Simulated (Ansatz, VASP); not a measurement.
**Two plane-wave programs on CdSe**

Contents of INCAR:

```
PREC = Accurate
ENCUT = 520
EDIFF = 1E-6
ISMEAR = 0
SIGMA = 0.05
LREAL = False
LASPH = True
NELM = 60
ALGO = Normal
ISIF = 2
LWAVE = False
LCHARG = False
GGA = PE
NBANDS = 16
```

File KPOINTS:

```
regular mesh
0
Gamma
  10 10 10
```

POSCAR

```
CdSe
1.0
   -0.1135568978      3.4082561409      3.0984146735
    3.0984146735     -0.1135568978      3.0984146735
    2.9848577757      3.2946992431      0.0000000000
Cd Se
1 1
Direct
    0.0000000000      0.0000000000      0.0000000000
    0.7500000000      0.7500000000      0.7500000000
```

Input for Ansatz:

```yaml
crystal:
  lattice:
    - [-0.1135568978, 3.4082561409, 3.0984146735]
    - [3.0984146735, -0.1135568978, 3.0984146735]
    - [2.9848577757, 3.2946992431, 0.0]
  atoms:
    - { symbol: Cd, position: [0.0, 0.0, 0.0] }
    - { symbol: Se, position: [0.75, 0.75, 0.75] }
basis:
  ecutwfc: 420
kpoints:
  mp_grid: { grid: [10, 10, 10] }
hamiltonian:
  xc: pbe
scf:
  occupations: { method: gaussian, width: 0.05 }
output:
  forces: true
  stress: true
  eigenvalues: true
```

Change from the starting cell: engineering shear strain xz -0.0733, normal strain along z +0.1000.

Alike in both runs: task single point; functional PBE; k mesh 10 × 10 × 10; occupations gaussian, width 0.05 eV; no spin polarisation.

```csv
,VASP,Ansatz
version,VASP 6.6.1,Ansatz 0.2.0
potentials or method,"VASP PAW PBE potentials, release 64 (Cd, Se), cutoff 520 eV","scalar-relativistic, plane waves, PAW"
valence electrons in the cell,18,36
```

Ansatz gave:

* gap on the k mesh at the Fermi level (eV): 0.26
* least direct gap on the mesh (eV): 0.26
* pressure (GPa): -3.3
* traceless stress, the component that is largest in VASP (GPa): 1.62
* rms of the force components (eV/Å): 0.083

Which values does VASP return?

gap on the k mesh at the Fermi level (eV): 0.26; least direct gap on the mesh (eV): 0.26; pressure (GPa): -3.1; traceless stress, the component that is largest in VASP (GPa): 1.67; rms of the force components (eV/Å): 0.089.

Atom by atom the forces differ by 0.006 eV/Å (rms over components). VASP's potentials hold 18 valence electrons a cell and Ansatz's 36, so a difference there can come from the potentials and not from the codes.
